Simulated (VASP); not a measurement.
# Ga (I4_1/amd) in VASP: relaxation of cell and atoms with BLYP

Aim: the relaxation of cell and atoms of Ga with BLYP.

Program: VASP 6.6.1. These are calculated values, not measurements. Logs are shortened: lines on timing, memory, paths and dates and some standing lists are left out, and cuts for length are marked.

### Step 1. The cell of the first run

Symmetry: I4_1/amd, No. 141, tetragonal system. The conventional cell has a = 5.322 Å, b = 5.322 Å, c = 2.906 Å, α = 90.00°, β = 90.00°, γ = 90.00°. Within 3.6 Å of Ga (site symmetry -4m2) lie 10 Ga at 2.76 to 3.44 Å.

### Step 2. Relaxation of cell and atoms, BLYP

Contents of INCAR:

```
PREC = Accurate ; ENCUT = 600
EDIFF = 1E-7 ; ISMEAR = -1
SIGMA = 0.1 ; LREAL = False
LASPH = True ; NELM = 100
ALGO = Normal ; ISIF = 3
LWAVE = False ; LCHARG = False
GGA = B5 ; ALDAX = 1.0
AGGAX = 1.0 ; AGGAC = 1.0
ALDAC = 0.0 ; IBRION = 2
NSW = 80 ; EDIFFG = -0.01
ISYM = 0
```

Contents of KPOINTS:

```
Automatic mesh
0
Gamma
  12 12 8
```

Contents of POSCAR:

```
Ga
1.0
   -2.6609524053      2.6609524053      1.4528800133
    2.6609524053     -2.6609524053      1.4528800133
    2.6609524053      2.6609524053     -1.4528800133
Ga
2
Direct
    0.0000000000      0.0000000000      0.0000000000
    0.7500000000      0.2500000000      0.5000000000
```

Potentials or basis: VASP PAW PBE potentials, release 64 (Ga_d).

On the command line:

```console
$ cat potpaw_PBE.64/Ga_d/POTCAR > POTCAR
$ mpirun -np 1 vasp_std > vasp.out
```

OUTCAR:

```text
PREC = Accurate
   ENCUT = 600
   EDIFF = 1E-7
   ISMEAR = -1
   LREAL = False
   LASPH = True
   NELM = 100
   ISIF = 3
   GGA = B5
   IBRION = 2
   NSW = 80
   EDIFFG = -0.01
   ISYM = 0

 ion  position               nearest neighbor table
   1  0.000  0.000  0.000-   2 2.76   2 2.76   2 2.76   2 2.76
   2  0.750  0.250  0.500-   1 2.76   1 2.76   1 2.76   1 2.76

IMPORTANT INFORMATION: All symmetrisations will be switched off!
NOSYMM: (Re-)initialisation of all symmetry stuff for point group C_1.

----------------------------------------------------------------------------------------

                                     Primitive cell

  volume of cell :      41.1494

  direct lattice vectors                    reciprocal lattice vectors
    -2.660952405  2.660952405  1.452880013     0.000000000  0.187902647  0.344144042
     2.660952405 -2.660952405  1.452880013     0.187902647  0.000000000  0.344144042
     2.660952405  2.660952405 -1.452880013     0.187902647  0.187902647  0.000000000

  length of vectors
     4.033880977  4.033880977  4.033880977     0.392100148  0.392100148  0.265734472

  position of ions in fractional coordinates (direct lattice)
     0.000000000  0.000000000  0.000000000
     0.750000000  0.250000000  0.500000000

  ion indices of the primitive-cell ions
   primitive index   ion index
                 1           1
                 2           2

----------------------------------------------------------------------------------------

 KPOINTS: Automatic mesh

Automatic generation of k-mesh.
 Grid dimensions read from file:
 generate k-points for:   12   12    8

 Generating k-lattice:

  Cartesian coordinates                     Fractional coordinates (reciprocal lattice)
     0.000000000  0.015658554  0.028678670     0.083333333  0.000000000  0.000000000
     0.015658554  0.000000000  0.028678670     0.000000000  0.083333333  0.000000000
     0.023487831  0.023487831  0.000000000     0.000000000  0.000000000  0.125000000

  Length of vectors
     0.032675012  0.032675012  0.033216809

  Shift w.r.t. Gamma in fractional coordinates (k-lattice)
     0.000000000  0.000000000  0.000000000

 -----------------------------------------------------------------------------
|                                                                             |
|           W    W    AA    RRRRR   N    N  II  N    N   GGGG   !!!           |
|           W    W   A  A   R    R  NN   N  II  NN   N  G    G  !!!           |
|           W    W  A    A  R    R  N N  N  II  N N  N  G       !!!           |
|           W WW W  AAAAAA  RRRRR   N  N N  II  N  N N  G  GGG   !            |
|           WW  WW  A    A  R   R   N   NN  II  N   NN  G    G                |
|           W    W  A    A  R    R  N    N  II  N    N   GGGG   !!!           |
|                                                                             |
|     Your reciprocal lattice and k-lattice belong to different lattice       |
|     classes:                                                                |
|                                                                             |
|        The reciprocal lattice is body-centered tetragonal,                  |
|        whereas your k-lattice is base-centered monoclinic.                  |
|                                                                             |
|     Results are often still useful ...                                      |
|                                                                             |
 -----------------------------------------------------------------------------

 WARNING: IBZKPT: internal override: KBLOWUP is changed to .FALSE.
      ... skipping the blow-up phase ...

 Subroutine IBZKPT returns following result:
 ===========================================

 Found    580 irreducible k-points:

 Following reciprocal coordinates:
            Coordinates               Weight
  0.000000  0.000000  0.000000      1.000000
  0.083333  0.000000 -0.000000      2.000000
  0.166667  0.000000  0.000000      2.000000
  0.250000  0.000000  0.000000      2.000000
  0.333333  0.000000  0.000000      2.000000
  0.416667  0.000000  0.000000      2.000000
[... 16 lines left out ...]
  0.250000  0.166667  0.000000      2.000000
  0.333333  0.166667  0.000000      2.000000
 [... further k-points ...]
   k-points           NKPTS =    580   k-points in BZ     NKDIM =    580   number of bands    NBANDS=     17
   number of dos      NEDOS =    301   number of ions     NIONS =      2
   total plane-waves  NPLWV =  32768
   dimension x,y,z NGX =    32 NGY =   32 NGZ =   32
   dimension x,y,z NGXF=    64 NGYF=   64 NGZF=   64
   ions per type =               2
   NGX,Y,Z   is equivalent  to a cutoff of  13.19, 13.19, 13.19 a.u.
   NGXF,Y,Z  is equivalent  to a cutoff of  26.38, 26.38, 26.38 a.u.
 SYSTEM =  unknown system
   PREC   = accura    normal or accurate (medium, high low for compatibility)
   ISTART =      0    job   : 0-new  1-cont  2-samecut
   ICHARG =      2    charge: 1-file 2-atom 10-const
   ISPIN  =      1    spin polarized calculation?
   LNONCOLLINEAR =      F non collinear calculations
   LSORBIT =      F    spin-orbit coupling
   LASPH  =      T    aspherical Exc in radial PAW
   ENCUT  =  600.0 eV  44.10 Ry    6.64 a.u.   8.06  8.06  8.06*2*pi/ulx,y,z
   NELM   =    100;   NELMIN=  2; NELMDL= -5     # of ELM steps
   EDIFF  = 0.1E-06   stopping-criterion for ELM
   LREAL  =      F    real-space projection
   EDIFFG = -.1E-01   stopping-criterion for IOM
   NSW    =     80    number of steps for IOM
   IBRION =      2    ionic relax: 0-MD 1-quasi-New 2-CG
   NFREE  =      1    steps in history (QN), initial steepest desc. (CG)
   ISIF   =      3    stress and relaxation
   ISYM   =      0    0-nonsym 1-usesym 2-fastsym
   POTIM  = 0.5000    time-step for ionic-motion
   TEBEG  =    0.0;   TEEND  =   0.0 temperature during run
   PSTRESS=    0.0 pullay stress
   NELECT =      26.0000    total number of electrons
   NUPDOWN=      -1.0000    fix difference up-down
   EMIN   =  10.00;   EMAX   =-10.00  energy-range for DOS
   EFERMI =   0.00;   METHOD = LEGACY
   ISMEAR =    -1;   SIGMA  =   0.10  broadening in eV -4-tet -1-fermi 0-gaus
   EFERMI_NEDOS =   21; number of points for ismear=-14 and -15
   IALGO  =     38    algorithm
   IMIX   =      4    mixing-type and parameters
     AMIX     =   0.40;   BMIX     =  1.00
     AMIX_MAG =   1.60;   BMIX_MAG =  1.00
  volume/ion in A,a.u.               =      20.57       138.85
  Fermi-wavevector in a.u.,A,eV,Ry     =   1.404790  2.654667 26.850199  1.973434
  Thomas-Fermi vector in A             =   2.527316
   LORBIT       =      0    0 simple, 1 ext, 2 COOP (PROOUT), +10 PAW based schemes
   GGA     = B5    functional components
   LHFCALC =     F    Hartree Fock is set to
   AEXX    =    0.0000 exact exchange contribution
   IVDW    =     0    specifies the selected vdW correction
   LEPSILON=     F    determine dielectric tensor
   LRPA    =     F    only Hartree local field effects (RPA)
 conjugate gradient relaxation of ions
 non-spin polarized calculation
  energy-cutoff  :      600.00
  volume of cell :       41.15
 maximum number of plane-waves:      1394
   NGX = 17   NGY = 17   NGZ = 17

--------------------------------------- Ionic step        1  -------------------------------------------

 number of electron      25.9999990 magnetization

 Free energy of the ion-electron system (eV)
  ---------------------------------------------------
  ext. energy  EPLUGINS =         0.00000000
  ---------------------------------------------------
  free energy    TOTEN  =        -4.24608134 eV

  energy without entropy =       -4.21089537  energy(sigma->0) =       -4.22848835

------------------------ aborting loop because EDIFF is reached ----------------------------------------

  FORCE on cell =-STRESS in cart. coord.  units (eV):
  Direction    XX          YY          ZZ          XY          YZ          ZX
  --------------------------------------------------------------------------------------
  -------------------------------------------------------------------------------------
  Total        0.8542534      0.8542540      0.5245464      0.0253457     -0.0540188     -0.0540214
  in kB       33.2608485     33.2608744     20.4235169      0.9868514     -2.1032544     -2.1033545
  external PRESSURE =      28.9817466 kB  Pullay stress =       0.0000000 kB
[... 21 lines left out ...]
  energy  without entropy=       -4.2108953677  energy(sigma->0) =       -4.22848835

--------------------------------------- Ionic step        2  -------------------------------------------

 number of electron      26.0000022 magnetization

 E-fermi :   4.7057     XC(G=0):  -9.7140

 val. band max:        4.6744121294   @ k =   0.4167  -0.4167   0.1250
 cond. band min:       4.7071892735   @ k =   0.0000  -0.3333   0.3750
 fundamental gap:      0.0327771441
 Fermi energy:         4.7057310851

 k-point     1 :       0.0000    0.0000    0.0000
  band No.  band energies     occupation
      1     -10.4067      2.00000
      2     -10.3252      2.00000
      3     -10.3249      2.00000
      4     -10.2979      2.00000
      5     -10.1274      2.00000
      6     -10.1270      2.00000
[... 9 lines left out ...]
     16      13.5393      0.00000
     17      13.5457      0.00000
[... 443 lines left out ...]
      1     -10.3552      2.00000
      2     -10.2911      2.00000
      3     -10.2514      2.00000
      4     -10.2293      2.00000
      5     -10.1998      2.00000
      6     -10.1803      2.00000
[... 9 lines left out ...]
     16       8.4937      0.00000
     17       9.9326      0.00000

 [... further k-points ...]

------------------------ aborting loop because EDIFF is reached ----------------------------------------

  FORCE on cell =-STRESS in cart. coord.  units (eV):
  Direction    XX          YY          ZZ          XY          YZ          ZX
  --------------------------------------------------------------------------------------
  -------------------------------------------------------------------------------------
  Total        0.3229043      0.3229040      0.1222247      0.0345970     -0.0590092     -0.0590066
  in kB       11.9191559     11.9191438      4.5116000      1.2770549     -2.1781693     -2.1780730
  external PRESSURE =       9.4499666 kB  Pullay stress =       0.0000000 kB
[... 53 lines left out ...]
  FREE ENERGIE OF THE ION-ELECTRON SYSTEM (eV)
  ---------------------------------------------------
  free  energy   TOTEN  =        -4.2778099502 eV

  energy  without entropy=       -4.2408839781  energy(sigma->0) =       -4.25934696

[... ionic steps 4 to 19 ...]

--------------------------------------- Ionic step       20  -------------------------------------------

 number of electron      25.9999995 magnetization

------------------------ aborting loop because EDIFF is reached ----------------------------------------

  FORCE on cell =-STRESS in cart. coord.  units (eV):
  Direction    XX          YY          ZZ          XY          YZ          ZX
  --------------------------------------------------------------------------------------
  -------------------------------------------------------------------------------------
  Total        0.0214262      0.0214233      0.0400496     -0.0048286      0.0087398      0.0087405
  in kB        0.7806520      0.7805455      1.4591865     -0.1759278      0.3184284      0.3184546
  external PRESSURE =       1.0067947 kB  Pullay stress =       0.0000000 kB
[... 57 lines left out ...]
  energy  without entropy=       -4.2792495280  energy(sigma->0) =       -4.29310857

--------------------------------------- Ionic step       22  -------------------------------------------

 number of electron      25.9999998 magnetization

 Free energy of the ion-electron system (eV)
  ---------------------------------------------------
  ext. energy  EPLUGINS =         0.00000000
  ---------------------------------------------------
  free energy    TOTEN  =        -4.30711828 eV

  energy without entropy =       -4.27909304  energy(sigma->0) =       -4.29310566

 E-fermi :   4.5920     XC(G=0):  -9.6319

 val. band max:        4.5919779031   @ k =   0.0000  -0.3333   0.2500
 cond. band min:       4.5941478247   @ k =  -0.2500   0.0000   0.1250
 fundamental gap:      0.0021699216
 Fermi energy:         4.5920070262

 k-point     1 :       0.0000    0.0000    0.0000
  band No.  band energies     occupation
      1     -10.4751      2.00000
      2     -10.4289      2.00000
      3     -10.4274      2.00000
      4     -10.4125      2.00000
      5     -10.2379      2.00000
      6     -10.2316      2.00000
[... 9 lines left out ...]
     16      12.9171      0.00000
     17      13.5518      0.00000
[... 443 lines left out ...]
      1     -10.4167      2.00000
      2     -10.4050      2.00000
      3     -10.3385      2.00000
      4     -10.3295      2.00000
      5     -10.2851      2.00000
      6     -10.2775      2.00000
[... 9 lines left out ...]
     16       6.4533      0.00000
     17      11.0976      0.00000

 [... further k-points ...]

------------------------ aborting loop because EDIFF is reached ----------------------------------------

  FORCE on cell =-STRESS in cart. coord.  units (eV):
  Direction    XX          YY          ZZ          XY          YZ          ZX
  --------------------------------------------------------------------------------------
  -------------------------------------------------------------------------------------
  Total       -0.0123592     -0.0123611     -0.0142515      0.0022926      0.0112980      0.0112988
  in kB       -0.4483251     -0.4483944     -0.5169672      0.0831631      0.4098293      0.4098595
  external PRESSURE =      -0.4712289 kB  Pullay stress =       0.0000000 kB
[... 17 lines left out ...]
  FREE ENERGIE OF THE ION-ELECTRON SYSTEM (eV)
  ---------------------------------------------------
  free  energy   TOTEN  =        -4.3071182837 eV

  energy  without entropy=       -4.2790930390  energy(sigma->0) =       -4.29310566

 reached required accuracy - stopping structural energy minimisation
```

Run time: 2.5 h. Hardware: 1 thread of Oxide Virtual Turin-like, shared host; peak memory 0.52 GiB.

What came out:

- Free energy: -4.3071 eV
- Relaxed volume: 22.08 Å³/atom
- Relaxed cell: a = 3.956 Å, b = 3.956 Å, c = 4.857 Å, α = 101.14°, β = 101.14°, γ = 136.90°
- Space group after relaxing (to 0.1 Å): C2/c (No. 15)
- Energy gained by relaxing: 30.5 meV/atom
- Ionic steps: 22
- Pressure after relaxing: 0.0 GPa
- Band gap on the k mesh: zero (bands 13 and 14 overlap by 6.64 eV)

Forces in eV/Å, atoms in the order of the input:
```
Ga   0.002 -0.002  0.000
Ga  -0.002  0.002  0.000
```

Step by step:
| step | energy change (eV) | largest force (eV/Å) | pressure (GPa) | volume (Å³) |
| --- | --- | --- | --- | --- |
| 1 | 0.0000 | 0.0003 | 2.90 | 41.15 |
| 2 | -0.0279 | 0.0059 | 0.94 | 43.40 |
| 3 | -0.0317 | 0.0088 | -0.36 | 45.31 |
| 4 | -0.0322 | 0.0083 | -0.14 | 44.87 |
| 5 | -0.0322 | 0.0081 | -0.05 | 44.76 |
| 6 | -0.0330 | 0.0130 | -0.01 | 44.73 |
| 7 | -0.0351 | 0.0262 | -0.02 | 44.65 |
| 8 | -0.0367 | 0.0431 | 0.11 | 44.45 |
| 9 | -0.0373 | 0.0439 | 0.01 | 44.47 |
| 10 | -0.0393 | 0.0473 | -0.01 | 44.53 |
| 11 | -0.0440 | 0.0586 | -0.16 | 44.61 |
| 12 | -0.0525 | 0.0545 | -0.24 | 44.67 |
| 13 | -0.0540 | 0.0095 | 0.02 | 44.34 |
| 14 | -0.0555 | 0.0210 | -0.14 | 44.54 |
| 15 | -0.0595 | 0.0187 | -0.13 | 44.33 |
| 16 | -0.0595 | 0.0186 | -0.07 | 44.32 |
| 17 | -0.0600 | 0.0165 | 0.07 | 44.19 |
| 18 | -0.0603 | 0.0148 | 0.10 | 44.08 |
| 19 | -0.0605 | 0.0106 | 0.28 | 43.88 |
| 20 | -0.0608 | 0.0079 | 0.10 | 43.97 |
| 21 | -0.0609 | 0.0061 | 0.07 | 44.04 |
| 22 | -0.0610 | 0.0025 | -0.05 | 44.17 |

Final structure:
```
Ga
1.0
    -2.73858    2.46521    1.44008
     2.46521   -2.73858    1.44008
     3.13511    3.13511   -1.98245
Ga
2
Direct
  0.99034 0.00966 0.00000
  0.75966 0.24034 0.50000
```

Caveat: a cell axis changed by over 15 % at a fixed basis, so the end point is rough; the PAW data sets were made with another functional, which shifts forces and pressure a little.
